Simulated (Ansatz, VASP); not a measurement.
# Li2TaO2 in VASP and in Ansatz

```
Li Ta O
1.0
     3.91867    0.00000    0.00000
    -1.95933    3.39367    0.00000
     0.00000    0.00000    3.66446
Li Ta O
2 1 2
Cartesian
  0.0000 2.2624 1.8322
  1.9593 1.1312 1.8322
  0.0000 0.0000 0.0000
  0.0000 2.2624 0.0000
  1.9593 1.1312 0.0000
```

Alike in both runs: task single point; functional PBE; k mesh 6 × 6 × 6; occupations gaussian, width 0.1 eV; collinear spin.

```csv
,VASP,Ansatz
version,VASP 6.6.1,Ansatz 0.2.0
potentials or method,"VASP PAW PBE potentials, release 64 (Li_sv, Ta_pv, O), cutoff 520 eV","scalar-relativistic, plane waves, PAW"
valence electrons in the cell,29,31
```

|  | VASP | Ansatz | Ansatz less VASP |
| --- | --- | --- | --- |
| gap on the k mesh at the Fermi level (eV) | none | none | - |
| net moment per atom (μB) | 0.00 | 0.00 | 0.000 |

A gap of «none» marks a metal or a gap that the smearing closes. VASP's potentials hold 29 valence electrons a cell and Ansatz's 31, so a difference there can come from the potentials and not from the codes. Ansatz's warnings: seeded moment not kept.

Neither program's run includes spin-orbit coupling. Noted on VASP's run: the cutoff is short for stress, so the pressure is rough.
